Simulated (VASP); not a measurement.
A run of VASP 6.6.1 is set up as follows.

INCAR

```
SYSTEM = ZrB
PREC = Accurate ; ENCUT = 520
EDIFF = 1E-6 ; ISMEAR = 0
SIGMA = 0.1 ; LREAL = .FALSE.
LASPH = .TRUE. ; NELM = 80
ALGO = Normal ; ISIF = 2
LWAVE = .FALSE. ; LCHARG = .FALSE.
GGA = PS ; NBANDS = 14
```

KPOINTS

```
Automatic mesh
0
G
  6 6 6
  0 0 0
```

Contents of POSCAR:

```
ZrB
1.0
    0.0000000000      2.6209121634      2.6209121634
    2.6209121634      0.0000000000      2.6209121634
    2.6209121634      2.6209121634      0.0000000000
Zr B
1 1
Direct
    0.7500000000      0.7500000000      0.7500000000
    0.0000000000      0.0000000000      0.0000000000
```

Potentials or basis: VASP PAW PBE potentials, release 64 (Zr_sv, B).

Run with:

```console
$ cat potpaw_PBE.64/Zr_sv/POTCAR potpaw_PBE.64/B/POTCAR > POTCAR
$ mpirun -np 1 vasp_std > vasp.out
```

Question: What does it give for the pressure?

Answer: 0.1 GPa.

Caveat: the PAW data sets were made with another functional, which shifts forces and pressure a little.
